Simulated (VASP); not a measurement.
A run of VASP 6.6.1:

Contents of POSCAR:

```
HfBe2
1.0
    3.7920575740      0.0000000000      0.0000000000
   -1.8960292886      3.2840183124      0.0000000000
    0.0000000000      0.0000000000      3.1804894993
Hf Be
1 2
Direct
    0.0000000000      0.0000000000      0.0000000000
    0.3333333333      0.6666666667      0.5000000000
    0.6666666667      0.3333333333      0.5000000000
```

Contents of INCAR.step1:

```
PREC = Accurate
ENCUT = 520
ISMEAR = 0
SIGMA = 0.3
LREAL = F
LASPH = T
NELM = 60
NBANDS = 14
GGA = PE
ALGO = Normal
EDIFF = 1E-4
LWAVE = T
LCHARG = F
```

The input INCAR.step2:

```
PREC = Accurate
ENCUT = 520
EDIFF = 1E-6
ISMEAR = 0
SIGMA = 0.3
LREAL = F
LASPH = T
NELM = 60
ALGO = Normal
ISIF = 2
LWAVE = F
LCHARG = T
METAGGA = R2SCAN
LMIXTAU = T
LELF = T
LVHAR = T
NBANDS = 14
ISTART = 1
```

Contents of KPOINTS:

```
Automatic mesh
0
Gamma
  7 7 7
```

Potentials or basis: VASP PAW PBE potentials, release 64 (Hf_pv, Be).

The run is started by

```console
$ cat potpaw_PBE.64/Hf_pv/POTCAR potpaw_PBE.64/Be/POTCAR > POTCAR
$ cp INCAR.step1 INCAR
$ mpirun -np 1 vasp_std > vasp.out
$ cp INCAR.step2 INCAR
$ mpirun -np 1 vasp_std > vasp.out
```

Hardware: 1 thread of Intel(R) Xeon(R) 6975P-C (Granite Rapids), with other jobs on the host.

Question: Estimate the wall time of this run.

Answer: It took 36 s on 1 thread of Intel(R) Xeon(R) 6975P-C (Granite Rapids), on a shared host, peak memory 0.16 GiB. Counts: k points 32.
